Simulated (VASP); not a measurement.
# In (Im-3m) in VASP: notebook

The runs below take In through single point, with PBEsol.

Program: VASP 6.6.1. These are calculated values, not measurements. Logs are shortened: lines on timing, memory, paths and dates and some standing lists are left out, and cuts for length are marked.

**1. The cell of the first run**

Symmetry: Im-3m, No. 229, cubic system. Conventional cell: a = 3.765 Å, b = 3.765 Å, c = 3.765 Å, α = 90.00°, β = 90.00°, γ = 90.00°. Within 4.3 Å of In (site symmetry m-3m) lie 14 In at 3.26 to 3.77 Å.

**2. Single point, PBEsol**

File INCAR:

```
SYSTEM = In
PREC = Accurate
ENCUT = 520
EDIFF = 1E-7
ISMEAR = 1
SIGMA = 0.05
LREAL = .False.
LASPH = .True.
NELM = 80
ALGO = Normal
ISIF = 2
LWAVE = .False.
LCHARG = .False.
GGA = PS
NBANDS = 12
```

File KPOINTS:

```
Automatic mesh
0
Gamma
  5 5 5
  0 0 0
```

File POSCAR:

```
In
1.0
   -1.8825250000      1.8825250000      1.8825250000
    1.8825250000     -1.8825250000      1.8825250000
    1.8825250000      1.8825250000     -1.8825250000
In
1
Direct
    0.0000000000      0.0000000000      0.0000000000
```

Potentials or basis: VASP PAW PBE potentials, release 64 (In_d).

Launch:

```bash
$ cat potpaw_PBE.64/In_d/POTCAR > POTCAR
$ mpirun -np 1 vasp_std > vasp.out
```

OUTCAR:

```text
SYSTEM = In
   PREC = Accurate
   ENCUT = 520
   EDIFF = 1E-7
   ISMEAR = 1
   LREAL = .False.
   LASPH = .True.
   NELM = 80
   ISIF = 2
   GGA = PS

 ion  position               nearest neighbor table
   1  0.000  0.000  0.000-

  LATTYP: Found a body centered cubic cell.
 ALAT       =     3.7650500000

  Lattice vectors:

 A1 = (  -1.8825250000,   1.8825250000,   1.8825250000)
 A2 = (   1.8825250000,  -1.8825250000,   1.8825250000)
 A3 = (   1.8825250000,   1.8825250000,  -1.8825250000)

Analysis of symmetry for initial positions (statically):
=====================================================================
 Subroutine PRICEL returns:
 Original cell was already a primitive cell.

 Routine SETGRP: Setting up the symmetry group for a
 body centered cubic supercell.

 Subroutine GETGRP returns: Found 48 space group operations
 (whereof 48 operations were pure point group operations)
 out of a pool of 48 trial point group operations.

The static configuration has the point symmetry O_h .

Analysis of symmetry for dynamics (positions and initial velocities):
=====================================================================
 Subroutine PRICEL returns:
 Original cell was already a primitive cell.

 Routine SETGRP: Setting up the symmetry group for a
 body centered cubic supercell.

 Subroutine GETGRP returns: Found 48 space group operations
 (whereof 48 operations were pure point group operations)
 out of a pool of 48 trial point group operations.

The dynamic configuration has the point symmetry O_h .

 Subroutine INISYM returns: Found 48 space group operations
 (whereof 48 operations are pure point group operations),
 and found     1 'primitive' translations

----------------------------------------------------------------------------------------

                                     Primitive cell

  volume of cell :      26.6859

  direct lattice vectors                    reciprocal lattice vectors
    -1.882525000  1.882525000  1.882525000     0.000000000  0.265600722  0.265600722
     1.882525000 -1.882525000  1.882525000     0.265600722  0.000000000  0.265600722
     1.882525000  1.882525000 -1.882525000     0.265600722  0.265600722  0.000000000

  length of vectors
     3.260628947  3.260628947  3.260628947     0.375616144  0.375616144  0.375616144

  position of ions in fractional coordinates (direct lattice)
     0.000000000  0.000000000  0.000000000

  ion indices of the primitive-cell ions
   primitive index   ion index
                 1           1

----------------------------------------------------------------------------------------

 KPOINTS: Automatic mesh

Automatic generation of k-mesh.
 Grid dimensions read from file:
 generate k-points for:    5    5    5

 Generating k-lattice:

  Cartesian coordinates                     Fractional coordinates (reciprocal lattice)
     0.000000000  0.053120144  0.053120144     0.200000000  0.000000000  0.000000000
     0.053120144  0.000000000  0.053120144     0.000000000  0.200000000  0.000000000
     0.053120144  0.053120144  0.000000000     0.000000000  0.000000000  0.200000000

  Length of vectors
     0.075123229  0.075123229  0.075123229

  Shift w.r.t. Gamma in fractional coordinates (k-lattice)
     0.000000000  0.000000000  0.000000000

 Subroutine IBZKPT returns following result:
 ===========================================

 Found     10 irreducible k-points:

 Following reciprocal coordinates:
            Coordinates               Weight
  0.000000  0.000000  0.000000      1.000000
  0.200000  0.000000  0.000000     12.000000
  0.400000  0.000000  0.000000     12.000000
  0.200000  0.200000  0.000000     24.000000
  0.400000  0.200000 -0.000000     24.000000
  0.200000  0.200000  0.200000      8.000000
 -0.200000  0.200000  0.200000      6.000000
 -0.400000  0.400000  0.200000     24.000000
 -0.400000 -0.400000  0.200000      8.000000
 -0.400000  0.400000  0.400000      6.000000
   k-points           NKPTS =     10   k-points in BZ     NKDIM =     10   number of bands    NBANDS=     12
   number of dos      NEDOS =    301   number of ions     NIONS =      1
   total plane-waves  NPLWV =  13824
   dimension x,y,z NGX =    24 NGY =   24 NGZ =   24
   dimension x,y,z NGXF=    48 NGYF=   48 NGZF=   48
   ions per type =               1
   NGX,Y,Z   is equivalent  to a cutoff of  12.24, 12.24, 12.24 a.u.
   NGXF,Y,Z  is equivalent  to a cutoff of  24.47, 24.47, 24.47 a.u.
 SYSTEM =  In
   PREC   = accura    normal or accurate (medium, high low for compatibility)
   ISTART =      0    job   : 0-new  1-cont  2-samecut
   ICHARG =      2    charge: 1-file 2-atom 10-const
   ISPIN  =      1    spin polarized calculation?
   LNONCOLLINEAR =      F non collinear calculations
   LSORBIT =      F    spin-orbit coupling
   LASPH  =      T    aspherical Exc in radial PAW
   ENCUT  =  520.0 eV  38.22 Ry    6.18 a.u.   6.06  6.06  6.06*2*pi/ulx,y,z
   NELM   =     80;   NELMIN=  2; NELMDL= -5     # of ELM steps
   EDIFF  = 0.1E-06   stopping-criterion for ELM
   LREAL  =      F    real-space projection
   EDIFFG = 0.1E-05   stopping-criterion for IOM
   NSW    =      0    number of steps for IOM
   IBRION =     -1    ionic relax: 0-MD 1-quasi-New 2-CG
   NFREE  =      0    steps in history (QN), initial steepest desc. (CG)
   ISIF   =      2    stress and relaxation
   ISYM   =      2    0-nonsym 1-usesym 2-fastsym
   POTIM  = 0.5000    time-step for ionic-motion
   TEBEG  =    0.0;   TEEND  =   0.0 temperature during run
   PSTRESS=    0.0 pullay stress
   NELECT =      13.0000    total number of electrons
   NUPDOWN=      -1.0000    fix difference up-down
   EMIN   =  10.00;   EMAX   =-10.00  energy-range for DOS
   EFERMI =   0.00;   METHOD = LEGACY
   ISMEAR =     1;   SIGMA  =   0.05  broadening in eV -4-tet -1-fermi 0-gaus
   EFERMI_NEDOS =   21; number of points for ismear=-14 and -15
   IALGO  =     38    algorithm
   IMIX   =      4    mixing-type and parameters
     AMIX     =   0.40;   BMIX     =  1.00
     AMIX_MAG =   1.60;   BMIX_MAG =  1.00
  volume/ion in A,a.u.               =      26.69       180.09
  Fermi-wavevector in a.u.,A,eV,Ry     =   1.288136  2.434225 22.576086  1.659295
  Thomas-Fermi vector in A             =   2.420108
   LORBIT       =      0    0 simple, 1 ext, 2 COOP (PROOUT), +10 PAW based schemes
   GGA     = PS    functional components
   LHFCALC =     F    Hartree Fock is set to
   AEXX    =    0.0000 exact exchange contribution
   IVDW    =     0    specifies the selected vdW correction
   LEPSILON=     F    determine dielectric tensor
   LRPA    =     F    only Hartree local field effects (RPA)
 non-spin polarized calculation
 Methfessel and Paxton  Order N= 1 SIGMA  =   0.05
  energy-cutoff  :      520.00
  volume of cell :       26.69
 maximum number of plane-waves:       730
   NGX = 13   NGY = 13   NGZ = 13

 number of electron      13.0000005 magnetization

 Free energy of the ion-electron system (eV)
  ---------------------------------------------------
  ext. energy  EPLUGINS =         0.00000000
  ---------------------------------------------------
  free energy    TOTEN  =        -2.93133831 eV

  energy without entropy =       -2.92923302  energy(sigma->0) =       -2.93063655

 E-fermi :   7.0576     XC(G=0): -10.3155

 val. band max:        7.0404313988   @ k =   0.2000   0.2000   0.2000
 cond. band min:       7.0783895272   @ k =  -0.4000   0.4000   0.2000
 fundamental gap:      0.0379581284
 Fermi energy:         7.0576244822

 k-point     1 :       0.0000    0.0000    0.0000
  band No.  band energies     occupation
      1      -7.4493      2.00000
      2      -7.4493      2.00000
      3      -7.4493      2.00000
      4      -7.1823      2.00000
      5      -7.1823      2.00000
      6      -2.2931      2.00000
      7      18.0034      0.00000
      8      18.0034      0.00000
      9      18.0034      0.00000
     10      20.0774      0.00000
     11      20.0774      0.00000
     12      20.0774      0.00000

 k-point     2 :       0.2000    0.0000    0.0000
  band No.  band energies     occupation
      1      -7.4865      2.00000
      2      -7.4270      2.00000
      3      -7.3046      2.00000
      4      -7.2141      2.00000
      5      -7.1836      2.00000
      6      -1.3711      2.00000
      7      12.4773      0.00000
      8      15.4539      0.00000
      9      16.3281      0.00000
     10      18.1861      0.00000
     11      18.3950      0.00000
     12      20.4767      0.00000

 k-point     3 :       0.4000    0.0000    0.0000
  band No.  band energies     occupation
      1      -7.5462      2.00000
      2      -7.4705      2.00000
      3      -7.2046      2.00000
      4      -7.1846      2.00000
      5      -7.0593      2.00000
      6       1.4399      2.00000
      7       6.2058      2.00000
      8      13.2446      0.00000
      9      14.6107      0.00000
     10      17.2631      0.00000
     11      17.2769      0.00000
     12      23.1253      0.00000
[... 76 lines left out ...]
 k-point     9 :      -0.4000   -0.4000    0.2000
  band No.  band energies     occupation
      1      -7.4149      2.00000
      2      -7.4149      2.00000
      3      -7.3405      2.00000
      4      -7.0974      2.00000
      5      -7.0974      2.00000
      6       5.0316      2.00000
      7       6.6992      2.00000
      8       6.6992      2.00000
      9      14.1314      0.00000
     10      16.2826      0.00000
     11      16.2826      0.00000
     12      20.4101      0.00000

 k-point    10 :      -0.4000    0.4000    0.4000
  band No.  band energies     occupation
      1      -7.5148      2.00000
      2      -7.4821      2.00000
      3      -7.1122      2.00000
      4      -7.1122      2.00000
      5      -7.0944      2.00000
      6       4.9544      2.00000
      7       8.9308      0.00000
      8       8.9308      0.00000
      9       9.6855      0.00000
     10      12.6972      0.00000
     11      15.1903      0.00000
     12      25.6133      0.00000

------------------------ aborting loop because EDIFF is reached ----------------------------------------

  FORCE on cell =-STRESS in cart. coord.  units (eV):
  Direction    XX          YY          ZZ          XY          YZ          ZX
  --------------------------------------------------------------------------------------
  -------------------------------------------------------------------------------------
  Total       -0.3042623     -0.3042623     -0.3042623     -0.0000000      0.0000000      0.0000000
  in kB      -18.2673889    -18.2673889    -18.2673889     -0.0000000      0.0000000      0.0000000
  external PRESSURE =     -18.2673889 kB  Pullay stress =       0.0000000 kB

 VOLUME and BASIS-vectors are now :
 -----------------------------------------------------------------------------
  energy-cutoff  :      520.00
  volume of cell :       26.69
      direct lattice vectors                 reciprocal lattice vectors
    -1.882525000  1.882525000  1.882525000     0.000000000  0.265600722  0.265600722
     1.882525000 -1.882525000  1.882525000     0.265600722  0.000000000  0.265600722
     1.882525000  1.882525000 -1.882525000     0.265600722  0.265600722  0.000000000

 POSITION                                       TOTAL-FORCE (eV/Angst)
 -----------------------------------------------------------------------------------
      0.00000      0.00000      0.00000         0.000000      0.000000     -0.000000
 -----------------------------------------------------------------------------------
    total drift:                               -0.000000      0.000000      0.000000

  FREE ENERGIE OF THE ION-ELECTRON SYSTEM (eV)
  ---------------------------------------------------
  free  energy   TOTEN  =        -2.9313383082 eV

  energy  without entropy=       -2.9292330208  energy(sigma->0) =       -2.93063655
```

It took 2.9 s on 1 thread of Intel Xeon 6975P-C, shared host; peak memory 0.13 GiB.

Results:

```
Free energy : -2.9313 eV
Pressure    : -1.8 GPa
```

Levels at points of the mesh, in eV from the Fermi level:
```tsv
k point	band 3	band 4	band 5	band 6	band 7	band 8	band 9	band 10
(0.00, 0.00, 0.00)	-14.51	-14.24	-14.24	-9.35	10.95	10.95	10.95	13.02
```

Caveat: the k points lie up to 0.47 Å⁻¹ apart; the PAW data sets were made with another functional, which shifts forces and pressure a little; spin-orbit coupling is left out, which moves the levels of the heavy elements.

**3. Single point, PBEsol**

File INCAR:

```
PREC = Accurate
ENCUT = 520
EDIFF = 1E-6
ISMEAR = 1
SIGMA = 0.05
LREAL = False
LASPH = True
NELM = 100
ALGO = Normal
ISIF = 2
LWAVE = False
LCHARG = False
GGA = PS
NBANDS = 12
```

File KPOINTS:

```
regular mesh
0
Gamma
  5 5 5
```

POSCAR is that of step 2.

Potentials or basis: VASP PAW PBE potentials, release 64 (In_d).

Launch:

```bash
$ cat potpaw_PBE.64/In_d/POTCAR > POTCAR
$ mpirun -np 1 vasp_std > vasp.out
```

Wall time 2.8 s (1 thread of Intel Xeon 6975P-C, shared host); peak memory 0.13 GiB.

Results (log left out):

```yaml
Free_energy: -2.9313 eV
Pressure: -1.8 GPa
```

Levels at points of the mesh, in eV from the Fermi level:
```tsv
k point	band 4	band 5	band 6	band 7	band 8	band 9
(0.00, 0.00, 0.00)	-14.24	-14.24	-9.35	10.95	10.95	10.95
```

Caveat: the k points lie up to 0.47 Å⁻¹ apart; the PAW data sets were made with another functional, which shifts forces and pressure a little; spin-orbit coupling is left out, which moves the levels of the heavy elements.
